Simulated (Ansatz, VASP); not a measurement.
# One calculation of TaN, two programs

Contents of INCAR:

```
SYSTEM = TaN
PREC     = Accurate       ! precision mode
ENCUT    = 520            ! plane-wave cutoff, eV
EDIFF    = 1E-6           ! SCF threshold, eV
ISMEAR   = -1             ! smearing method
SIGMA    = 0.01           ! smearing width, eV
LREAL    = .FALSE.        ! projectors in reciprocal space
LASPH    = .TRUE.         ! aspherical terms in the spheres
NELM     = 100            ! most SCF steps
ALGO     = Normal         ! electronic algorithm
ISIF     = 2              ! what is computed and relaxed
LWAVE    = .FALSE.        ! write WAVECAR
LCHARG   = .FALSE.        ! write CHGCAR
GGA      = PS             ! functional
NBANDS   = 33             ! bands
```

File KPOINTS:

```
regular mesh
0
G
  6 6 9
  0 0 0
```

POSCAR

```
TaN
1.0
    5.1786228078      0.0000000000      0.0000000000
   -2.5893114038      4.4848189081      0.0000000000
    0.0000000000      0.0000000000      2.9012641413
Ta N
3 3
Direct
    0.3333333333      0.6666666667      0.5000000000
    0.6666666667      0.3333333333      0.5000000000
    0.0000000000      0.0000000000      0.0000000000
    0.3928500000      0.0000000000      0.0000000000
    0.6071500000      0.6071500000      0.0000000000
    0.0000000000      0.3928500000      0.0000000000
```

Input for Ansatz:

```yaml
crystal:
  lattice:
    - [5.1786228078, 0.0, 0.0]
    - [-2.5893114038, 4.4848189081, 0.0]
    - [0.0, 0.0, 2.9012641413]
  atoms:
    - { symbol: Ta, position: [0.3333333333, 0.6666666667, 0.5] }
    - { symbol: Ta, position: [0.6666666667, 0.3333333333, 0.5] }
    - { symbol: Ta, position: [0.0, 0.0, 0.0] }
    - { symbol: "N", position: [0.39285, 0.0, 0.0] }
    - { symbol: "N", position: [0.60715, 0.60715, 0.0] }
    - { symbol: "N", position: [0.0, 0.39285, 0.0] }
kpoints:
  mp_grid: { grid: [6, 6, 9] }
  band_path:
    path:
      - [0.0, 0.0, 0.0]
      - [0.5, 0.0, 0.0]
      - [0.3333333333, 0.3333333333, 0.0]
      - [0.0, 0.0, 0.0]
      - [0.0, 0.0, 0.5]
      - [0.5, 0.0, 0.5]
      - [0.3333333333, 0.3333333333, 0.5]
      - [0.0, 0.0, 0.5]
      - [0.5, 0.0, 0.5]
    npoints: 5
scf:
  occupations: { method: fermi_dirac, width: 0.01 }
hamiltonian:
  xc: pbesol
  pseudopotentials: { kind: all_electron, lapw: { basis_error: 0.001 } }
output:
  forces: true
  stress: true
  eigenvalues: true
```

Change from the starting cell: volume scaled by 0.99.

Alike in both runs: task single point; functional PBEsol; k mesh 6 × 6 × 9; occupations fermi-dirac, width 0.01 eV; no spin polarisation.

|  | VASP | Ansatz |
| --- | --- | --- |
| version | VASP 6.6.1 | Ansatz 0.2.0 |
| potentials or method | VASP PAW PBE potentials, release 64 (Ta_pv, N), cutoff 520 eV | all-electron LAPW, scalar-relativistic |

VASP gave:

| Quantity | Value |
| --- | --- |
| pressure (GPa) | 0.4 |
| traceless stress, the component that is largest in VASP (GPa) | -0.92 |
| rms of the force components (eV/Å) | 0.030 |

Estimate Ansatz's values.

pressure (GPa): -0.6; traceless stress, the component that is largest in VASP (GPa): -0.70; rms of the force components (eV/Å): 0.021.

VASP's potentials were made for PBE, not for PBEsol. Atom by atom the forces differ by 0.009 eV/Å (rms over components). Ansatz ran all-electron here, and VASP with PAW potentials.

Neither program's run includes spin-orbit coupling.
